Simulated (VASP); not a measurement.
# Pt (Im-3m) in VASP: elastic constants with PBEsol+D3(BJ)

Aim: the elastic constants of Pt with PBEsol+D3(BJ).

Everything below comes from runs of VASP 6.6.1. Logs are shortened: lines on timing, memory, paths and dates and some standing lists are left out, and cuts for length are marked.

### 1 The cell of the first run

Symmetry: Im-3m, No. 229, cubic system. The conventional cell has a = 3.093 Å, b = 3.093 Å, c = 3.093 Å, α = 90.00°, β = 90.00°, γ = 90.00°. Pt (site symmetry m-3m) has 14 Pt at 2.68 to 3.09 Å within 3.5 Å.

This isn't the form of Pt at room conditions, which is fcc.

### 2 Elastic constants, PBEsol+D3(BJ)

Contents of INCAR:

```
SYSTEM = Pt
ALGO = Normal
EDIFF = 1E-8
ENCUT = 600
GGA = PS
IBRION = 6
ISIF = 3
ISMEAR = -1
IVDW = 12
LASPH = .TRUE.
LCHARG = .FALSE.
LREAL = .FALSE.
LWAVE = .FALSE.
NELM = 80
NFREE = 2
NSW = 1
POTIM = 0.015
PREC = Accurate
SIGMA = 0.05
```

Contents of KPOINTS:

```
k-points
0
G
  19 19 19
  0 0 0
```

Contents of POSCAR:

```
Pt
1.0
   -1.5464249937      1.5464249937      1.5464249937
    1.5464249937     -1.5464249937      1.5464249937
    1.5464249937      1.5464249937     -1.5464249937
Pt
1
Direct
    0.0000000000      0.0000000000      0.0000000000
```

Potentials or basis: VASP PAW PBE potentials, release 64 (Pt).

Started as:

```bash
$ cat potpaw_PBE.64/Pt/POTCAR > POTCAR
$ mpirun -np 1 vasp_std > vasp.out
```

OUTCAR:

```text
SYSTEM = Pt
   EDIFF = 1E-8
   ENCUT = 600
   GGA = PS
   IBRION = 6
   ISIF = 3
   ISMEAR = -1
   IVDW = 12
   LASPH = .TRUE.
   LREAL = .FALSE.
   NELM = 80
   NFREE = 2
   NSW = 1
   POTIM = 0.015
   PREC = Accurate
 IVDW          = 12

 ion  position               nearest neighbor table
   1  0.000  0.000  0.000-

  LATTYP: Found a body centered cubic cell.
 ALAT       =     3.0928499874

  Lattice vectors:

 A1 = (  -1.5464249937,   1.5464249937,   1.5464249937)
 A2 = (   1.5464249937,  -1.5464249937,   1.5464249937)
 A3 = (   1.5464249937,   1.5464249937,  -1.5464249937)

Analysis of symmetry for initial positions (statically):
=====================================================================
 Subroutine PRICEL returns:
 Original cell was already a primitive cell.

 Routine SETGRP: Setting up the symmetry group for a
 body centered cubic supercell.

 Subroutine GETGRP returns: Found 48 space group operations
 (whereof 48 operations were pure point group operations)
 out of a pool of 48 trial point group operations.

The static configuration has the point symmetry O_h .

Analysis of symmetry for dynamics (positions and initial velocities):
=====================================================================
 Subroutine PRICEL returns:
 Original cell was already a primitive cell.

 Routine SETGRP: Setting up the symmetry group for a
 body centered cubic supercell.

 Subroutine GETGRP returns: Found 48 space group operations
 (whereof 48 operations were pure point group operations)
 out of a pool of 48 trial point group operations.

The dynamic configuration has the point symmetry O_h .

 Subroutine INISYM returns: Found 48 space group operations
 (whereof 48 operations are pure point group operations),
 and found     1 'primitive' translations

----------------------------------------------------------------------------------------

                                     Primitive cell

  volume of cell :      14.7927

  direct lattice vectors                    reciprocal lattice vectors
[... 337 lines left out ...]
  free energy    TOTEN  =        -6.83880792 eV

  energy without entropy =       -6.82737922  energy(sigma->0) =       -6.83309357

 E-fermi :  11.2221     XC(G=0): -13.7354

 val. band max:       11.2172611892   @ k =  -0.3684   0.3684   0.1053
 cond. band min:      11.2241285432   @ k =  -0.2632   0.3158   0.1579
 fundamental gap:      0.0068673540
 Fermi energy:        11.2220574680

 k-point     1 :       0.0000    0.0000    0.0000
  band No.  band energies     occupation
      1       0.9681      2.00000
      2       7.3744      2.00000
      3       7.3744      2.00000
      4       7.3744      2.00000
      5      10.1402      2.00000
      6      10.1402      2.00000
      7      28.2852      0.00000
      8      28.2852      0.00000
      9      28.2852      0.00000
[... 265 lines left out ...]
 k-point    24 :       0.3158    0.1053    0.0000
  band No.  band energies     occupation
      1       4.3115      2.00000
      2       6.0915      2.00000
      3       8.1073      2.00000
      4       9.8072      2.00000
      5      10.5631      2.00000
      6      12.1208      0.00000
      7      21.3657      0.00000
      8      25.5148      0.00000
      9      28.3664      0.00000

 [... further k-points ...]

------------------------ aborting loop because EDIFF is reached ----------------------------------------

 Edisp (eV)   -0.76410

 E8    (eV) :    -0.5226
[... 24 lines left out ...]
  FREE ENERGIE OF THE ION-ELECTRON SYSTEM (eV)
  ---------------------------------------------------
  free  energy   TOTEN  =        -7.6029104416 eV

  energy  without entropy=       -7.5914817425  energy(sigma->0) =       -7.59719609

 INTERNAL STRAIN TENSORS FROM STRAINED CELLS
 ============================================

 INTERNAL STRAIN TENSOR FOR ION    1 for displacements in x,y,z  (eV/Angst):
          X           Y           Z          XY          YZ          ZX
  --------------------------------------------------------------------------------
  x     0.00000     0.00000    -0.00000    -0.00000    -0.00000     0.00000
  y    -0.00000    -0.00000     0.00000    -0.00000     0.00000    -0.00000
  z     0.00000     0.00000    -0.00000     0.00000    -0.00000     0.00000

 INTERNAL STRAIN TENSORS FROM DISPLACED ATOMS
 ============================================

 INTERNAL STRAIN TENSOR FOR ION    1 for displacements in x,y,z  (eV/Angst):
          X           Y           Z          XY          YZ          ZX
  --------------------------------------------------------------------------------
  x     0.00000     0.00000     0.00000     0.00000     0.00000     0.00000
  y     0.00000     0.00000     0.00000     0.00000     0.00000     0.00000
  z     0.00000     0.00000     0.00000     0.00000     0.00000     0.00000

 Eigenvectors and eigenvalues of the dynamical matrix
 ----------------------------------------------------

   1 f/i=    0.000000 THz     0.000000 2PiTHz    0.000000 cm-1     0.000000 meV
             X         Y         Z           dx          dy          dz
      0.000000  0.000000  0.000000     1.000000    0.000000    0.000000

   2 f/i=    0.000000 THz     0.000000 2PiTHz    0.000000 cm-1     0.000000 meV
             X         Y         Z           dx          dy          dz
      0.000000  0.000000  0.000000     0.000000    1.000000    0.000000

   3 f/i=    0.000000 THz     0.000000 2PiTHz    0.000000 cm-1     0.000000 meV
             X         Y         Z           dx          dy          dz
      0.000000  0.000000  0.000000     0.000000    0.000000    1.000000

--------------------------------------------------------------------------------------------------------

 ELASTIC MODULI CONTR FROM IONIC RELAXATION (kBar)
 Direction    XX          YY          ZZ          XY          YZ          ZX
 --------------------------------------------------------------------------------
 XX           0.0000      0.0000      0.0000      0.0000      0.0000      0.0000
 YY           0.0000      0.0000      0.0000      0.0000      0.0000      0.0000
 ZZ           0.0000      0.0000      0.0000      0.0000      0.0000      0.0000
 XY           0.0000      0.0000      0.0000      0.0000      0.0000      0.0000
 YZ           0.0000      0.0000      0.0000      0.0000      0.0000      0.0000
 ZX           0.0000      0.0000      0.0000      0.0000      0.0000      0.0000
 --------------------------------------------------------------------------------

 TOTAL ELASTIC MODULI (kBar)
 Direction    XX          YY          ZZ          XY          YZ          ZX
 --------------------------------------------------------------------------------
 XX        2128.4985   3506.6741   3506.6741     -0.0000      0.0000      0.0000
 YY        3506.6741   2128.4985   3506.6741     -0.0000     -0.0000     -0.0000
 ZZ        3506.6741   3506.6741   2128.4985      0.0000     -0.0000      0.0000
 XY          -0.0000     -0.0000      0.0000   1855.3437      0.0000      0.0000
 YZ           0.0000     -0.0000     -0.0000      0.0000   1855.3437      0.0000
 ZX           0.0000     -0.0000      0.0000      0.0000      0.0000   1855.3437
 --------------------------------------------------------------------------------
```

OSZICAR:

```text
N       E                     dE             d eps       ncg     rms          rms(c)
DAV:   1     0.418147116940E+02    0.41815E+02   -0.60774E+03  4056   0.118E+03
DAV:   2    -0.677780669564E+01   -0.48593E+02   -0.46950E+02  4240   0.201E+02
[... 157 lines left out ...]
DAV:   2    -0.683921431109E+01   -0.30946E-02   -0.34145E-02  4179   0.205E+00    0.105E-01
DAV:   3    -0.683880545051E+01    0.40886E-03   -0.17276E-03  4093   0.323E-01    0.547E-03
DAV:   4    -0.683880731844E+01   -0.18679E-05   -0.14628E-05  4365   0.372E-02    0.357E-03
DAV:   5    -0.683880785980E+01   -0.54136E-06   -0.61137E-07  4217   0.600E-03    0.512E-04
DAV:   6    -0.683880792464E+01   -0.64837E-07   -0.18155E-08  3649   0.124E-03    0.257E-05
DAV:   7    -0.683880792213E+01    0.25086E-08   -0.55353E-10  2066   0.216E-04
  15 F= -.76029104E+01 E0= -.75971961E+01  d E =-.114287E-01
```

stdout:

```text
POSCAR found type information on POSCAR Pt
 POSCAR found :  1 types and       1 ions
 scaLAPACK will be used
 -----------------------------------------------------------------------------
|                                                                             |
|                                                                             |
|     You enforced a specific xc type in the INCAR file but a different       |
|     I HOPE YOU KNOW WHAT YOU ARE DOING!                                     |
|                                                                             |
 -----------------------------------------------------------------------------

 LDA part: xc-table for (Slater+PW92), standard interpolation
 POSCAR, INCAR and KPOINTS ok, starting setup
 FFT: planning ... GRIDC
 FFT: planning ... GRID_SOFT
 FFT: planning ... GRID
 WAVECAR not read
 entering main loop
 Found     1 degrees of freedom:
 Adding 6 more for cell shape distortion
 Finite differences POTIM= 0.01500 DOF=   7
 bond charge predicted
 Finite differences progress:
 bond charge predicted
 Finite differences progress:
 bond charge predicted
 Finite differences progress:
 bond charge predicted
 Finite differences progress:
 bond charge predicted
 Finite differences progress:
 bond charge predicted
 Finite differences progress:
 bond charge predicted
 Finite differences progress:
 bond charge predicted
 Finite differences progress:
 bond charge predicted
 Finite differences progress:
 bond charge predicted
 Finite differences progress:
 bond charge predicted
 Finite differences progress:
 bond charge predicted
 Finite differences progress:
 bond charge predicted
 Finite differences progress:
 bond charge predicted
 Finite differences progress:
```

Run time: 7.4 min. Hardware: 1 thread of Intel Xeon 6975P-C (Granite Rapids), shared host; peak memory 0.67 GiB.

Results:

| Quantity | Value |
| --- | --- |
| Elastic constants C11, C12, C44 | 213, 351, 186 GPa |
| Voigt bulk modulus | 305 GPa |
| Dispersion energy per atom | -0.764 eV |

Elastic tensor in Voigt notation (GPa, in the Cartesian axes of the cell as first typed):
```
213 351 351   0   0   0
351 213 351   0   0   0
351 351 213   0   0   0
  0   0   0 186   0   0
  0   0   0   0 186   0
  0   0   0   0   0 186
```

Clamped-ion elastic tensor (GPa):
```
213 351 351   0   0   0
351 213 351   0   0   0
351 351 213   0   0   0
  0   0   0 186   0   0
  0   0   0   0 186   0
  0   0   0   0   0 186
```

Caveat: the elastic tensor has a negative eigenvalue, so either the cell is unstable as it stands or the mesh is too thin; the PAW data sets were made with another functional, which shifts forces and pressure a little; spin-orbit coupling is left out, which moves the levels of the heavy elements.
